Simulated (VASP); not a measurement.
A run of VASP 6.6.1 is set up as follows.

INCAR

```
SYSTEM = Sb2Au
  PREC = Accurate
  ENCUT = 520
  EDIFF = 1E-6
  ISMEAR = -1
  SIGMA = 0.1
  LREAL = .False.
  LASPH = .True.
  NELM = 100
  ALGO = Normal
  ISIF = 2
  LWAVE = .False.
  LCHARG = .False.
  NBANDS = 18
```

KPOINTS

```
regular mesh
0
Gamma
  6 6 6
  0 0 0
```

File POSCAR:

```
Sb2Au
1.0
    0.0000000000      3.3000322912      3.3000322912
    3.3000322912      0.0000000000      3.3000322912
    3.3000322912      3.3000322912      0.0000000000
Sb Au
2 1
Direct
    0.2500000000      0.2500000000      0.2500000000
    0.7500000000      0.7500000000      0.7500000000
    0.0000000000      0.0000000000      0.0000000000
```

Potentials or basis: VASP PAW LDA potentials, release 64 (Sb, Au).

Run with:

```console
$ cat potpaw_LDA.64/Sb/POTCAR potpaw_LDA.64/Au/POTCAR > POTCAR
$ mpirun -np 1 vasp_std > vasp.out
```

(1) What does it give for the pressure?

Answers

(1) 6.1 GPa.
